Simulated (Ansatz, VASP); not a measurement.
# One calculation of Al2O3, two programs

```
Al O
1.0
     2.61654    0.00000    0.00000
    -1.30827    2.26599    0.00000
     0.00000    0.00000    9.12565
Al O
2 3
Direct
  0.00000 0.00000 0.18094
  0.00000 0.00000 0.81906
  0.33333 0.66667 0.26801
  0.66667 0.33333 0.00000
  0.33333 0.66667 0.73199
```

Alike in both runs: task single point; functional r2SCAN; k mesh 12 × 12 × 4; occupations gaussian, width 0.05 eV; no spin polarisation.

|  | VASP | Ansatz |
| --- | --- | --- |
| version | VASP 6.6.1 | Ansatz 0.2.0 |
| potentials or method | VASP PAW PBE potentials, release 64 (Al, O), cutoff 520 eV | scalar-relativistic, plane waves, PAW |
| valence electrons in the cell | 24 | 24 |

VASP gave:

```
gap on the k mesh at the Fermi level (eV)                     : 3.99
least direct gap on the mesh (eV)                             : 3.99
pressure (GPa)                                                : 21.8
traceless stress, the component that is largest in VASP (GPa) : -63.78
rms of the force components (eV/Å)                            : 1.341
```

Task: What did Ansatz give for the same quantities?

Result: gap on the k mesh at the Fermi level (eV): 3.96; least direct gap on the mesh (eV): 3.96; pressure (GPa): 21.4; traceless stress, the component that is largest in VASP (GPa): -63.15; rms of the force components (eV/Å): 1.336.

VASP's potentials were made for PBE, not for r2SCAN. Atom by atom the forces differ by 0.006 eV/Å (rms over components). The functional is the same, so the differences come from potentials, cutoffs and numerics.
